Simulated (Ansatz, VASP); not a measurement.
**One calculation of SrMg, two programs**

```xyz
2
Lattice="4.0170 0.0000 0.0000 0.0000 4.0170 0.0000 0.0000 0.0000 3.8415" Properties=species:S:1:pos:R:3 pbc="T T T"
Sr    2.0085    2.0085    1.9207
Mg    0.0000    0.0000    0.0000
```

Change from the starting cell: strain +0.030 along x and y, -0.015 along z, atoms carried along.

Alike in both runs: task single point; functional LDA; k mesh 12 × 12 × 12; occupations gaussian, width 0.15 eV; no spin polarisation.

```csv
,VASP,Ansatz
version,VASP 6.6.1,Ansatz 0.2.0
potentials or method,"VASP PAW LDA potentials, release 64 (Sr_sv, Mg), cutoff 520 eV","scalar-relativistic, plane waves, PAW"
valence electrons in the cell,12,20
```

```csv
,VASP,Ansatz,Ansatz less VASP
gap on the k mesh at the Fermi level (eV),none,none,-
pressure (GPa),1.8,2.0,+0.16
"traceless stress, the component that is largest in VASP (GPa)",0.37,0.36,-0.012
```

LDA's correlation is that of Perdew and Zunger in VASP and of Perdew and Wang (1992) in Ansatz. A gap of «none» marks a metal or a gap that the smearing closes. VASP's potentials hold 12 valence electrons a cell and Ansatz's 20, so a difference there can come from the potentials and not from the codes.
